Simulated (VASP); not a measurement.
# B (P6/mmm) in VASP: further runs

The runs below take B through single point, relaxation of shape and atoms at fixed volume, with PBE.

Everything below comes from runs of VASP 6.6.1. Logs are shortened: lines on timing, memory, paths and dates and some standing lists are left out, and cuts for length are marked.

## (1) The cell of the first run

Symmetry: P6/mmm, No. 191, hexagonal system. Conventional cell: a = 2.862 Å, b = 2.862 Å, c = 2.829 Å, α = 90.00°, β = 90.00°, γ = 120.00°. B (site symmetry 6/mmm) has 20 B at 2.18 to 2.86 Å within 2.9 Å. Within 2.2 Å of B (site symmetry -6m2) lie 9 B at 1.65 to 2.18 Å.

## (2) Single point, PBE

Contents of INCAR:

```
SYSTEM = B
PREC = Accurate
ENCUT = 520
EDIFF = 1E-6
ISMEAR = -1
SIGMA = 0.05
LREAL = .False.
LASPH = .True.
NELM = 100
ALGO = Normal
ISIF = 2
LWAVE = .False.
LCHARG = .False.
GGA = PE
NBANDS = 12
```

Contents of KPOINTS:

```
regular mesh
0
Gamma
  12 12 16
  0 0 0
```

Contents of POSCAR:

```
B
1.0
    2.8616757361      0.0000000000      0.0000000000
   -1.4308378681      2.4782838849      0.0000000000
    0.0000000000      0.0000000000      2.8291063123
B
3
Direct
    0.0000000000      0.0000000000      0.0000000000
    0.3333333333      0.6666666667      0.5000000000
    0.6666666667      0.3333333333      0.5000000000
```

Potentials or basis: VASP PAW PBE potentials, release 64 (B).

Launch:

```bash
> cat potpaw_PBE.64/B/POTCAR > POTCAR
> mpirun -np 1 vasp_std > vasp.out
```

OUTCAR:

```text
SYSTEM = B
   PREC = Accurate
   ENCUT = 520
   EDIFF = 1E-6
   ISMEAR = -1
   LREAL = .False.
   LASPH = .True.
   NELM = 100
   ISIF = 2
   GGA = PE

 ion  position               nearest neighbor table
   1  0.000  0.000  0.000-
   2  0.333  0.667  0.500-   3 1.65   3 1.65   3 1.65
   3  0.667  0.333  0.500-   2 1.65   2 1.65   2 1.65

  LATTYP: Found a hexagonal cell.
 ALAT       =     2.8616757361
 C/A-ratio  =     0.9886187581

  Lattice vectors:

 A1 = (   2.8616757361,   0.0000000000,   0.0000000000)
 A2 = (  -1.4308378681,   2.4782838849,   0.0000000000)
 A3 = (   0.0000000000,   0.0000000000,   2.8291063123)

Analysis of symmetry for initial positions (statically):
=====================================================================
 Subroutine PRICEL returns:
 Original cell was already a primitive cell.

 Routine SETGRP: Setting up the symmetry group for a
 hexagonal supercell.

 Subroutine GETGRP returns: Found 24 space group operations
 (whereof 24 operations were pure point group operations)
 out of a pool of 24 trial point group operations.

The static configuration has the point symmetry D_6h.

Analysis of symmetry for dynamics (positions and initial velocities):
=====================================================================
 Subroutine PRICEL returns:
 Original cell was already a primitive cell.

 Routine SETGRP: Setting up the symmetry group for a
 hexagonal supercell.

 Subroutine GETGRP returns: Found 24 space group operations
 (whereof 24 operations were pure point group operations)
 out of a pool of 24 trial point group operations.

The dynamic configuration has the point symmetry D_6h.

 Subroutine INISYM returns: Found 24 space group operations
 (whereof 24 operations are pure point group operations),
 and found     1 'primitive' translations

----------------------------------------------------------------------------------------

                                     Primitive cell

  volume of cell :      20.0641

  direct lattice vectors                    reciprocal lattice vectors
     2.861675736  0.000000000  0.000000000     0.349445602  0.201752512  0.000000000
    -1.430837868  2.478283885  0.000000000     0.000000000  0.403505025  0.000000000
     0.000000000  0.000000000  2.829106312     0.000000000  0.000000000  0.353468513

  length of vectors
     2.861675736  2.861675736  2.829106312     0.403505025  0.403505025  0.353468513

  position of ions in fractional coordinates (direct lattice)
     0.000000000  0.000000000  0.000000000
     0.333333333  0.666666667  0.500000000
     0.666666667  0.333333333  0.500000000

  ion indices of the primitive-cell ions
   primitive index   ion index
                 1           1
                 2           2
                 3           3

----------------------------------------------------------------------------------------

 KPOINTS: regular mesh

Automatic generation of k-mesh.
 Grid dimensions read from file:
 generate k-points for:   12   12   16

 Generating k-lattice:

  Cartesian coordinates                     Fractional coordinates (reciprocal lattice)
     0.029120467  0.016812709  0.000000000     0.083333333 -0.000000000  0.000000000
     0.000000000  0.033625419  0.000000000     0.000000000  0.083333333  0.000000000
     0.000000000  0.000000000  0.022091782     0.000000000  0.000000000  0.062500000

  Length of vectors
     0.033625419  0.033625419  0.022091782

  Shift w.r.t. Gamma in fractional coordinates (k-lattice)
     0.000000000  0.000000000  0.000000000

 Subroutine IBZKPT returns following result:
 ===========================================

 Found    171 irreducible k-points:

 Following reciprocal coordinates:
            Coordinates               Weight
  0.000000  0.000000  0.000000      1.000000
  0.083333  0.000000  0.000000      6.000000
  0.166667  0.000000  0.000000      6.000000
  0.250000  0.000000  0.000000      6.000000
  0.333333  0.000000  0.000000      6.000000
  0.416667  0.000000  0.000000      6.000000
[... 16 lines left out ...]
  0.250000  0.000000  0.062500     12.000000
  0.333333  0.000000  0.062500     12.000000
 [... further k-points ...]
   k-points           NKPTS =    171   k-points in BZ     NKDIM =    171   number of bands    NBANDS=     12
   number of dos      NEDOS =    301   number of ions     NIONS =      3
   total plane-waves  NPLWV =  13824
   dimension x,y,z NGX =    24 NGY =   24 NGZ =   24
   dimension x,y,z NGXF=    48 NGYF=   48 NGZF=   48
   ions per type =               3
   NGX,Y,Z   is equivalent  to a cutoff of  13.94, 13.94, 14.10 a.u.
   NGXF,Y,Z  is equivalent  to a cutoff of  27.89, 27.89, 28.21 a.u.
 SYSTEM =  B
   PREC   = accura    normal or accurate (medium, high low for compatibility)
   ISTART =      0    job   : 0-new  1-cont  2-samecut
   ICHARG =      2    charge: 1-file 2-atom 10-const
   ISPIN  =      1    spin polarized calculation?
   LNONCOLLINEAR =      F non collinear calculations
   LSORBIT =      F    spin-orbit coupling
   LASPH  =      T    aspherical Exc in radial PAW
   ENCUT  =  520.0 eV  38.22 Ry    6.18 a.u.   5.32  5.32  5.26*2*pi/ulx,y,z
   NELM   =    100;   NELMIN=  2; NELMDL= -5     # of ELM steps
   EDIFF  = 0.1E-05   stopping-criterion for ELM
   LREAL  =      F    real-space projection
   EDIFFG = 0.1E-04   stopping-criterion for IOM
   NSW    =      0    number of steps for IOM
   IBRION =     -1    ionic relax: 0-MD 1-quasi-New 2-CG
   NFREE  =      0    steps in history (QN), initial steepest desc. (CG)
   ISIF   =      2    stress and relaxation
   ISYM   =      2    0-nonsym 1-usesym 2-fastsym
   POTIM  = 0.5000    time-step for ionic-motion
   TEBEG  =    0.0;   TEEND  =   0.0 temperature during run
   PSTRESS=    0.0 pullay stress
   NELECT =       9.0000    total number of electrons
   NUPDOWN=      -1.0000    fix difference up-down
   EMIN   =  10.00;   EMAX   =-10.00  energy-range for DOS
   EFERMI =   0.00;   METHOD = LEGACY
   ISMEAR =    -1;   SIGMA  =   0.05  broadening in eV -4-tet -1-fermi 0-gaus
   EFERMI_NEDOS =   21; number of points for ismear=-14 and -15
   IALGO  =     38    algorithm
   IMIX   =      4    mixing-type and parameters
     AMIX     =   0.40;   BMIX     =  1.00
     AMIX_MAG =   1.60;   BMIX_MAG =  1.00
  volume/ion in A,a.u.               =       6.69        45.13
  Fermi-wavevector in a.u.,A,eV,Ry     =   1.253186  2.368178 21.367600  1.570474
  Thomas-Fermi vector in A             =   2.387050
   LORBIT       =      0    0 simple, 1 ext, 2 COOP (PROOUT), +10 PAW based schemes
   GGA     = PE    functional components
   LHFCALC =     F    Hartree Fock is set to
   AEXX    =    0.0000 exact exchange contribution
   IVDW    =     0    specifies the selected vdW correction
   LEPSILON=     F    determine dielectric tensor
   LRPA    =     F    only Hartree local field effects (RPA)
 non-spin polarized calculation
  energy-cutoff  :      520.00
  volume of cell :       20.06
 maximum number of plane-waves:       555
 NGX is ok and might be reduce to    24
   NGX = 11   NGY = 11   NGZ = 11

 number of electron       9.0000000 magnetization

 Free energy of the ion-electron system (eV)
  ---------------------------------------------------
  ext. energy  EPLUGINS =         0.00000000
  ---------------------------------------------------
  free energy    TOTEN  =       -17.05273972 eV

  energy without entropy =      -17.04909993  energy(sigma->0) =      -17.05091983

 E-fermi :   8.1033     XC(G=0): -12.3336

 val. band max:        8.0883754952   @ k =   0.3333   0.2500   0.2500
 cond. band min:       8.1036410196   @ k =   0.2500   0.1667   0.3750
 fundamental gap:      0.0152655245
 Fermi energy:         8.1032661816

 k-point     1 :       0.0000    0.0000    0.0000
  band No.  band energies     occupation
      1      -8.7961      2.00000
      2       3.8540      2.00000
      3       7.0877      2.00000
      4       7.0877      2.00000
      5       9.0340      0.00000
      6       9.0340      0.00000
      7      10.2849      0.00000
      8      17.7231      0.00000
      9      17.7277      0.00000
     10      19.0313      0.00000
     11      20.4242      0.00000
     12      21.8912      0.00000

 k-point     2 :       0.0833    0.0000    0.0000
  band No.  band energies     occupation
      1      -8.6619      2.00000
      2       4.0121      2.00000
      3       5.9031      2.00000
      4       6.2334      2.00000
      5       9.5453      0.00000
      6      10.0661      0.00000
      7      10.3778      0.00000
      8      17.9095      0.00000
      9      18.2730      0.00000
     10      18.6575      0.00000
     11      19.9784      0.00000
     12      21.7830      0.00000

 k-point     3 :       0.1667    0.0000    0.0000
  band No.  band energies     occupation
      1      -8.2597      2.00000
      2       3.8373      2.00000
      3       4.4857      2.00000
      4       5.0325      2.00000
      5       9.8695      0.00000
      6      10.6774      0.00000
      7      11.7410      0.00000
      8      17.5081      0.00000
      9      17.9716      0.00000
     10      18.9813      0.00000
     11      19.4579      0.00000
     12      21.6265      0.00000
[... 286 lines left out ...]
 k-point    23 :       0.2500    0.0000    0.0625
  band No.  band energies     occupation
      1      -7.5327      2.00000
      2       1.7124      2.00000
      3       4.0772      2.00000
      4       4.7950      2.00000
      5       9.8973      0.00000
      6      11.6452      0.00000
      7      13.2789      0.00000
      8      14.9541      0.00000
      9      17.4701      0.00000
     10      18.3160      0.00000
     11      21.0371      0.00000
     12      21.5079      0.00000

 k-point    24 :       0.3333    0.0000    0.0625
  band No.  band energies     occupation
      1      -6.6007      2.00000
      2      -0.3640      2.00000
      3       3.3389      2.00000
      4       5.8562      2.00000
      5       9.7834      0.00000
      6      12.1539      0.00000
      7      12.9717      0.00000
      8      14.3351      0.00000
      9      16.5655      0.00000
     10      17.4651      0.00000
     11      22.4186      0.00000
     12      22.7718      0.00000

 [... further k-points ...]
[... 5 lines left out ...]
  --------------------------------------------------------------------------------------
  -------------------------------------------------------------------------------------
  Total        0.0065273      0.0065273     -0.0069282     -0.0000000     -0.0000000     -0.0000000
  in kB        0.5212206      0.5212206     -0.5532396     -0.0000000     -0.0000000     -0.0000000
  external PRESSURE =       0.1630672 kB  Pullay stress =       0.0000000 kB

 VOLUME and BASIS-vectors are now :
 -----------------------------------------------------------------------------
  energy-cutoff  :      520.00
  volume of cell :       20.06
      direct lattice vectors                 reciprocal lattice vectors
     2.861675736  0.000000000  0.000000000     0.349445602  0.201752512  0.000000000
    -1.430837868  2.478283885  0.000000000     0.000000000  0.403505025  0.000000000
     0.000000000  0.000000000  2.829106312     0.000000000  0.000000000  0.353468513

 POSITION                                       TOTAL-FORCE (eV/Angst)
 -----------------------------------------------------------------------------------
      0.00000      0.00000      0.00000        -0.000000     -0.000000      0.000000
     -0.00000      1.65219      1.41455         0.000000     -0.000000      0.000000
      1.43084      0.82609      1.41455        -0.000000      0.000000      0.000000
 -----------------------------------------------------------------------------------
    total drift:                                0.000000     -0.000000      0.000000

  FREE ENERGIE OF THE ION-ELECTRON SYSTEM (eV)
  ---------------------------------------------------
  free  energy   TOTEN  =       -17.0527397236 eV

  energy  without entropy=      -17.0490999306  energy(sigma->0) =      -17.05091983
```

It took 30 s on 1 thread of Intel Xeon 8259CL, shared host; peak memory 0.15 GiB.

Results:

```
Free energy : -17.0527 eV
Pressure    : 0.0 GPa
```

Levels at points of the mesh, in eV from the Fermi level:
```tsv
k point	band 2	band 3	band 4	band 5	band 6	band 7
(0.00, 0.00, 0.00)	-4.25	-1.02	-1.02	0.93	0.93	2.18
(0.50, 0.00, 0.00)	-11.95	-5.42	1.10	1.52	1.56	4.95
(0.00, 0.00, 0.50)	-12.24	-0.15	-0.15	3.87	3.87	6.70
(0.50, 0.00, 0.50)	-8.51	-7.61	-6.30	-3.24	1.57	3.97
```

(Part 1 of 2 ends here.)
